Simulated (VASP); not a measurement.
A run of VASP 6.6.1 is set up as follows.

The input INCAR:

```
PREC     = Accurate       # precision mode
ENCUT    = 520            # plane-wave cutoff, eV
EDIFF    = 1E-7           # SCF threshold, eV
ISMEAR   = 0              # smearing method
SIGMA    = 0.1            # smearing width, eV
LREAL    = False          # projectors in reciprocal space
LASPH    = True           # aspherical terms in the spheres
NELM     = 80             # most SCF steps
ALGO     = Normal         # electronic algorithm
ISIF     = 2              # what is computed and relaxed
LWAVE    = False          # write WAVECAR
LCHARG   = False          # write CHGCAR
GGA      = PE             # functional
NBANDS   = 41             # bands
```

File KPOINTS:

```
regular mesh
0
Gamma
  6 6 2
```

The input POSCAR:

```
SiGe2
1.0
    2.9427831600      0.0000000000      0.0000000000
   -1.4713915800      2.5485249700      0.0000000000
    0.0000000000      0.0000000000     14.3377397900
Si Ge
2 4
Direct
    0.6666666700      0.3333333300      0.1666666700
    0.6666666700      0.3333333300      0.8333333300
    0.3333333300      0.6666666700      0.0000000000
    0.3333333300      0.6666666700      0.3333333300
    0.3333333300      0.6666666700      0.6666666700
    0.6666666700      0.3333333300      0.5000000000
```

Potentials or basis: VASP PAW PBE potentials, release 64 (Si, Ge_d).

The run is started by

```bash
$ cat potpaw_PBE.64/Si/POTCAR potpaw_PBE.64/Ge_d/POTCAR > POTCAR
$ mpirun -np 1 vasp_std > vasp.out
```

Problem. Predict the largest force.

Solution. 0.420 eV/Å.

Problem. What does it give for the band gap on the k mesh?

Solution. Zero (bands 32 and 33 overlap by 9.77 eV).

Problem. Predict the pressure.

Solution. 0.8 GPa.

Stress tensor (GPa, compression positive):
```
 2.19  0.00  0.00
 0.00  2.19  0.00
 0.00  0.00 -2.06
```

Caveat: the k points lie up to 0.41 Å⁻¹ apart, too coarse for converged energies and pressures of a metal.
